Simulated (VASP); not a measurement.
# Sn16HO15 (a cell with a defect) in VASP: single point with PBE+D3(BJ)

Aim: the single point of Sn16HO15 (a cell with a defect) with PBE+D3(BJ).

Program: VASP 6.6.1. These are calculated values, not measurements. Logs are shortened: lines on timing, memory, paths and dates and some standing lists are left out, and cuts for length are marked.

## Step 1: The cell of the first run

The cell holds a defect, 32 atoms: a = 9.029 Å, b = 9.029 Å, c = 9.029 Å, α = 106.13°, β = 106.13°, γ = 116.38°.

## Step 2: Single point, PBE+D3(BJ)

Input file INCAR:

```
ALGO = Normal ; EDIFF = 1E-6
ENCUT = 520 ; GGA = PE
GGA_COMPAT = F ; ISIF = 2
ISMEAR = 0 ; IVDW = 12
KPAR = 4 ; LASPH = T
LCHARG = F ; LREAL = Auto
LWAVE = F ; NBANDS = 180
NELM = 120 ; PREC = Accurate
SIGMA = 0.1
```

Input file KPOINTS:

```
Automatic mesh
0
Gamma
  4 4 4
  0.5 0.5 0.5
```

Input file POSCAR:

```
Sn16HO15
1.0
    0.0000000000      7.6731101714      4.7594503434
    0.0000000000     -7.6731101714      4.7594503434
    7.6731101714      0.0000000000     -4.7594503434
Sn H O
16 1 15
Direct
    0.5050572590      1.0050572590      0.2589751029
    0.2465331327      0.2481359578      0.2492710520
    0.7481359578      0.7465331327      0.2492710520
    0.9989885011      0.4989885011      0.2474882409
    0.2460821561      0.7460821561      0.7410248971
    0.4988649059      0.4972620807      0.7507289480
    0.9972620807      0.9988649059      0.7507289480
    0.7515002602      0.2515002602      0.7525117591
    0.7484997398      0.0010114989      0.0000000000
    0.5010114989      0.2484997398      0.0000000000
   -0.0050572590      0.7539178439      0.0000000000
    0.2539178439      0.4949427410      0.0000000000
    0.5027379193      0.7534668673      0.5016028251
    0.7518640422      0.5011350941      0.4983971749
    0.2534668673      0.0027379193      0.5016028251
    0.0011350941      0.2518640422      0.4983971749
    0.2500000000      0.7500000000      0.0000000000
   -0.0038132769     -0.0026940201      0.0000000000
    0.4973059799      0.4961867231      0.0000000000
    0.7500000000      0.2500000000      0.0000000000
    0.0026940201      0.5026940201      0.4988807432
    0.2500000000      0.2500000000      0.5000000000
    0.7500000000      0.7500000000      0.5000000000
    0.5038132769      0.0038132769      0.5011192568
    0.4962727168      0.7500000000      0.2462727168
    0.2500000000     -0.0037272832      0.2462727168
    0.7500000000      0.4998106592      0.2498106592
   -0.0001893408      0.2500000000      0.2498106592
    0.2500000000      0.5037272832      0.7537272832
    0.5001893408      0.2500000000      0.7501893408
    0.0037272832      0.7500000000      0.7537272832
    0.7500000000      0.0001893408      0.7501893408
```

Potentials or basis: VASP PAW PBE potentials, release 64 (Sn_d, H, O).

Command:

```bash
$ cat potpaw_PBE.64/Sn_d/POTCAR potpaw_PBE.64/H/POTCAR potpaw_PBE.64/O/POTCAR > POTCAR
$ mpirun -np 4 vasp_std > vasp.out
```

OUTCAR:

```text
EDIFF = 1E-6
   ENCUT = 520
   GGA = PE
   ISIF = 2
   ISMEAR = 0
   IVDW = 12
   LASPH = T
   LREAL = Auto
   NELM = 120
   PREC = Accurate
 IVDW          = 12

 ion  position               nearest neighbor table
   1  0.505  0.005  0.259-  24 2.19  25 2.24  26 2.24  17 2.32  13 3.57  15 3.57  14 3.57  16 3.57
                             9 3.63  10 3.63  12 3.69  11 3.69
   2  0.247  0.248  0.249-  28 2.24  22 2.25  18 2.26  26 2.28  11 3.57  16 3.57  12 3.57   9 3.60
                            15 3.60  10 3.64  13 3.64  14 3.64
   3  0.748  0.747  0.249-  27 2.24  23 2.25  19 2.26  25 2.28  12 3.57  14 3.57  11 3.57  10 3.60
                            13 3.60   9 3.64  15 3.64  16 3.64
   4  0.999  0.499  0.247-  20 2.24  21 2.25  27 2.26  28 2.26   9 3.59  10 3.59  14 3.60  16 3.60
                            11 3.63  12 3.63  13 3.64  15 3.64
   5  0.246  0.746  0.741-  21 2.19  29 2.24  31 2.24  17 2.32  14 3.57  16 3.57  15 3.57  13 3.57
                             9 3.63  10 3.63  11 3.69  12 3.69
   6  0.499  0.497  0.751-  30 2.24  22 2.25  19 2.26  29 2.28  12 3.57  15 3.57  11 3.57  10 3.60
                            16 3.60   9 3.64  14 3.64  13 3.64
   7  0.997  0.999  0.751-  32 2.24  23 2.25  18 2.26  31 2.28  11 3.57  13 3.57  12 3.57   9 3.60
                            14 3.60  10 3.64  16 3.64  15 3.64
   8  0.752  0.252  0.753-  20 2.24  24 2.25  30 2.26  32 2.26   9 3.59  10 3.59  13 3.60  15 3.60
                            12 3.63  11 3.63  14 3.64  16 3.64
   9  0.748  0.001  0.000-  20 2.24  18 2.25  28 2.26  32 2.26   8 3.59   4 3.59   7 3.60   2 3.60
                             5 3.63   1 3.63   3 3.64   6 3.64
  10  0.501  0.248  0.000-  20 2.24  19 2.25  27 2.26  30 2.26   8 3.59   4 3.59   6 3.60   3 3.60
                             5 3.63   1 3.63   2 3.64   7 3.64
  11  0.995  0.754  0.000-  18 2.19  26 2.24  31 2.24  17 2.32   2 3.57   7 3.57   6 3.57   3 3.57
                             4 3.63   8 3.63   1 3.69   5 3.69
[... 9 lines left out ...]
                             6 3.60   8 3.64   7 3.64   3 3.64
  17  0.250  0.750  0.000-  11 2.32  12 2.32   1 2.32   5 2.32
  18  0.996  0.997  0.000-  11 2.19   9 2.25   2 2.26   7 2.26
  19  0.497  0.496  0.000-  12 2.19  10 2.25   3 2.26   6 2.26
  20  0.750  0.250  0.000-   8 2.24   4 2.24   9 2.24  10 2.24
  21  0.003  0.503  0.499-   5 2.19   4 2.25  14 2.26  16 2.26
  22  0.250  0.250  0.500-  15 2.25   2 2.25   6 2.25  16 2.25
[... 8 lines left out ...]
  31  0.004  0.750  0.754-  11 2.24   5 2.24  14 2.28   7 2.28
  32  0.750  0.000  0.750-   7 2.24  13 2.24   8 2.26   9 2.26

  LATTYP: Found a body centered tetragonal cell.
 ALAT       =    10.8514164700
 C/A-ratio  =     0.8772035165

  Lattice vectors:

 A1 = (   0.0000000000,   7.6731101714,   4.7594503434)
 A2 = (   0.0000000000,  -7.6731101714,   4.7594503434)
 A3 = (   7.6731101714,   0.0000000000,  -4.7594503434)

Analysis of symmetry for initial positions (statically):
=====================================================================
 Subroutine PRICEL returns:
 Original cell was already a primitive cell.

 Routine SETGRP: Setting up the symmetry group for a
 body centered tetragonal supercell.

 Subroutine GETGRP returns: Found  8 space group operations
 (whereof  2 operations were pure point group operations)
 out of a pool of 16 trial point group operations.

The static configuration has the point symmetry C_1h.
 The point group associated with its full space group is D_2d.

Analysis of symmetry for dynamics (positions and initial velocities):
=====================================================================
 Subroutine PRICEL returns:
 Original cell was already a primitive cell.

 Routine SETGRP: Setting up the symmetry group for a
 body centered tetragonal supercell.

 Subroutine GETGRP returns: Found  8 space group operations
 (whereof  2 operations were pure point group operations)
 out of a pool of 16 trial point group operations.

The dynamic configuration has the point symmetry C_1h.
 The point group associated with its full space group is D_2d.

 Subroutine INISYM returns: Found  8 space group operations
 (whereof  2 operations are pure point group operations),
 and found     1 'primitive' translations

----------------------------------------------------------------------------------------

                                     Primitive cell

  volume of cell :     560.4407

  direct lattice vectors                    reciprocal lattice vectors
     0.000000000  7.673110171  4.759450343     0.065162625  0.065162625  0.105054148
     0.000000000 -7.673110171  4.759450343     0.065162625 -0.065162625  0.105054148
     7.673110171  0.000000000 -4.759450343     0.130325250  0.000000000  0.000000000

  length of vectors
     9.029340357  9.029340357  9.029340357     0.139745159  0.139745159  0.130325250

  position of ions in fractional coordinates (direct lattice)
     0.505057259  0.005057259  0.258975103
     0.246533133  0.248135958  0.249271052
     0.748135958  0.746533133  0.249271052
     0.998988501  0.498988501  0.247488241
     0.246082156  0.746082156  0.741024897
     0.498864906  0.497262081  0.750728948
[... 24 lines left out ...]
     0.003727283  0.750000000  0.753727283
     0.750000000  0.000189341  0.750189341

  ion indices of the primitive-cell ions
   primitive index   ion index
                 1           1
                 2           2
                 3           3
                 4           4
                 5           5
                 6           6
[... 24 lines left out ...]
                31          31
                32          32

----------------------------------------------------------------------------------------

 KPOINTS: Automatic mesh

Automatic generation of k-mesh.
 Grid dimensions read from file:
 generate k-points for:    4    4    4

 Generating k-lattice:

  Cartesian coordinates                     Fractional coordinates (reciprocal lattice)
     0.016290656  0.016290656  0.026263537     0.250000000  0.000000000  0.000000000
     0.016290656 -0.016290656  0.026263537     0.000000000  0.250000000  0.000000000
     0.032581312  0.000000000  0.000000000     0.000000000  0.000000000  0.250000000

  Length of vectors
     0.034936290  0.034936290  0.032581312

  Shift w.r.t. Gamma in fractional coordinates (k-lattice)
     0.500000000  0.500000000  0.500000000

 Subroutine IBZKPT returns following result:
 ===========================================

 Found     11 irreducible k-points:

 Following reciprocal coordinates:
            Coordinates               Weight
  0.125000  0.125000  0.125000      8.000000
  0.375000  0.125000  0.125000      8.000000
 -0.125000  0.125000  0.125000      4.000000
  0.375000  0.375000  0.125000      4.000000
 -0.375000  0.375000  0.125000      8.000000
 -0.125000  0.375000  0.125000      8.000000
 -0.375000 -0.375000  0.125000      8.000000
 -0.125000 -0.375000  0.125000      8.000000
 -0.125000 -0.125000  0.125000      2.000000
 -0.375000  0.375000  0.375000      4.000000
 -0.375000 -0.375000  0.375000      2.000000
   k-points           NKPTS =     11   k-points in BZ     NKDIM =     11   number of bands    NBANDS=    180
   number of dos      NEDOS =    301   number of ions     NIONS =     32
   total plane-waves  NPLWV = 343000
   dimension x,y,z NGX =    70 NGY =   70 NGZ =   70
   dimension x,y,z NGXF=   140 NGYF=  140 NGZF=  140
   ions per type =              16   1  15
   NGX,Y,Z   is equivalent  to a cutoff of  12.89, 12.89, 12.89 a.u.
   NGXF,Y,Z  is equivalent  to a cutoff of  25.78, 25.78, 25.78 a.u.
 SYSTEM =  unknown system
   PREC   = accura    normal or accurate (medium, high low for compatibility)
   ISTART =      0    job   : 0-new  1-cont  2-samecut
   ICHARG =      2    charge: 1-file 2-atom 10-const
   ISPIN  =      1    spin polarized calculation?
   LNONCOLLINEAR =      F non collinear calculations
   LSORBIT =      F    spin-orbit coupling
   LASPH  =      T    aspherical Exc in radial PAW
   ENCUT  =  520.0 eV  38.22 Ry    6.18 a.u.  16.79 16.79 16.79*2*pi/ulx,y,z
   NELM   =    120;   NELMIN=  2; NELMDL= -5     # of ELM steps
   EDIFF  = 0.1E-05   stopping-criterion for ELM
   LREAL  =      T    real-space projection
   EDIFFG = 0.1E-04   stopping-criterion for IOM
   NSW    =      0    number of steps for IOM
[... 5 lines left out ...]
   TEBEG  =    0.0;   TEEND  =   0.0 temperature during run
   PSTRESS=    0.0 pullay stress
   NELECT =     315.0000    total number of electrons
   NUPDOWN=      -1.0000    fix difference up-down
   EMIN   =  10.00;   EMAX   =-10.00  energy-range for DOS
   EFERMI =   0.00;   METHOD = LEGACY
   ISMEAR =     0;   SIGMA  =   0.10  broadening in eV -4-tet -1-fermi 0-gaus
   EFERMI_NEDOS =   21; number of points for ismear=-14 and -15
   IALGO  =     38    algorithm
   IMIX   =      4    mixing-type and parameters
     AMIX     =   0.40;   BMIX     =  1.00
     AMIX_MAG =   1.60;   BMIX_MAG =  1.00
  volume/ion in A,a.u.               =      17.51       118.19
  Fermi-wavevector in a.u.,A,eV,Ry     =   1.351041  2.553097 24.834867  1.825311
  Thomas-Fermi vector in A             =   2.478495
   LORBIT       =      0    0 simple, 1 ext, 2 COOP (PROOUT), +10 PAW based schemes
   GGA     = PE    functional components
   LHFCALC =     F    Hartree Fock is set to
   AEXX    =    0.0000 exact exchange contribution
   IVDW    =    12    specifies the selected vdW correction
   LEPSILON=     F    determine dielectric tensor
   LRPA    =     F    only Hartree local field effects (RPA)
 non-spin polarized calculation
 Gauss-broadening in eV      SIGMA  =   0.10
  energy-cutoff  :      520.00
  volume of cell :      560.44
 maximum number of plane-waves:     15108
 NGX is ok and might be reduce to    70
   NGX = 33   NGY = 33   NGZ = 33

 number of electron     314.9999996 magnetization

 Free energy of the ion-electron system (eV)
  ---------------------------------------------------
  ext. energy  EPLUGINS =         0.00000000
  ---------------------------------------------------
  free energy    TOTEN  =      -176.06718385 eV

  energy without entropy =     -176.04381752  energy(sigma->0) =     -176.05550068

 E-fermi :   7.7465     XC(G=0): -10.2532

 val. band max:        7.7378200717   @ k =   0.1250   0.1250   0.1250
 cond. band min:       7.7859654579   @ k =  -0.1250  -0.3750   0.1250
 fundamental gap:      0.0481453862
 Fermi energy:         7.7465254068

 k-point     1 :       0.1250    0.1250    0.1250
  band No.  band energies     occupation
      1     -14.8999      2.00000
      2     -14.8809      2.00000
      3     -14.8758      2.00000
      4     -14.8681      2.00000
      5     -14.8478      2.00000
      6     -14.8350      2.00000
[... 1881 lines left out ...]
    168       9.8020      0.00000
    169       9.8756      0.00000
 [bands above 169 left out]

------------------------ aborting loop because EDIFF is reached ----------------------------------------

 Edisp (eV)   -7.45563

 E8    (eV) :    -3.2378

  FORCE on cell =-STRESS in cart. coord.  units (eV):
  Direction    XX          YY          ZZ          XY          YZ          ZX
  --------------------------------------------------------------------------------------
  -------------------------------------------------------------------------------------
  Total      -2.27299    -2.27299    -2.29085     0.00000     0.00000     0.00000
  in kB      -6.49798    -6.49798    -6.54904     0.00000     0.00000     0.00000
  external pressure =       -6.52 kB  Pullay stress =        0.00 kB

 VOLUME and BASIS-vectors are now :
 -----------------------------------------------------------------------------
  energy-cutoff  :      520.00
  volume of cell :      560.44
      direct lattice vectors                 reciprocal lattice vectors
     0.000000000  7.673110171  4.759450343     0.065162625  0.065162625  0.105054148
     0.000000000 -7.673110171  4.759450343     0.065162625 -0.065162625  0.105054148
     7.673110171  0.000000000 -4.759450343     0.130325250  0.000000000  0.000000000

 POSITION                                       TOTAL-FORCE (eV/Angst)
 -----------------------------------------------------------------------------------
      1.98714      3.83656      1.19529        -0.025990      0.000000      0.086034
      1.91268     -0.01230      1.16796         0.000028     -0.006355      0.071557
      1.91268      0.01230      5.92741         0.000028      0.006355      0.071557
      1.89900      3.83656      5.95164         0.008490      0.000000      0.056706
      5.68597     -3.83656      1.19529         0.025990      0.000000      0.086034
      5.76043      0.01230      1.16796        -0.000028      0.006355      0.071557
[... 24 lines left out ...]
      5.78343     -5.72623      0.00000        -0.022296     -0.022296      0.000000
      5.75629      5.75338      0.00000        -0.003029      0.003029      0.000000
 -----------------------------------------------------------------------------------
    total drift:                               -0.000003     -0.000000     -0.000005

  FREE ENERGIE OF THE ION-ELECTRON SYSTEM (eV)
  ---------------------------------------------------
  free  energy   TOTEN  =      -183.5228159240 eV

  energy  without entropy=     -183.4994495933  energy(sigma->0) =     -183.51113276
```

Run time: 9.3 min. Hardware: 4 MPI ranks of AMD EPYC 9R45 (Zen 5), shared host; peak memory 1.1 GiB.

What came out:

```
Free energy                : -183.5228 eV
Pressure                   : -0.7 GPa
Largest force              : 0.090 eV/Å
Band gap on the k mesh     : zero (an odd number of electrons rules out a gap without spin polarisation)
Dispersion energy per atom : -0.233 eV
```

Forces on the atoms (eV/Å):
```
Sn  -0.026  0.000  0.086
Sn   0.000 -0.006  0.072
Sn   0.000  0.006  0.072
Sn   0.008  0.000  0.057
Sn   0.026  0.000  0.086
Sn   0.000  0.006  0.072
Sn   0.000 -0.006  0.072
Sn  -0.008  0.000  0.057
Sn   0.000  0.008 -0.057
Sn   0.000 -0.008 -0.057
Sn   0.000  0.026 -0.086
Sn   0.000 -0.026 -0.086
Sn   0.006  0.000 -0.072
Sn  -0.006  0.000 -0.072
Sn   0.006  0.000 -0.072
Sn  -0.006  0.000 -0.072
H    0.000  0.000  0.000
O    0.000 -0.015  0.002
O    0.000  0.015  0.002
O    0.000  0.000  0.000
O   -0.015  0.000 -0.002
O    0.000  0.000  0.000
O    0.000  0.000  0.000
O    0.015  0.000 -0.002
O    0.022  0.022  0.000
O    0.022 -0.022  0.000
O    0.003 -0.003  0.000
O    0.003  0.003  0.000
O   -0.022  0.022  0.000
O   -0.003 -0.003  0.000
O   -0.022 -0.022  0.000
O   -0.003  0.003  0.000
```

Caveat: spin-orbit coupling is left out, which moves the levels of the heavy elements; an odd number of electrons without spin polarisation forces a metal; a magnetic or distorted state may lie lower.

The gap in the log of VASP goes by the Fermi energy; the results here count the filled bands.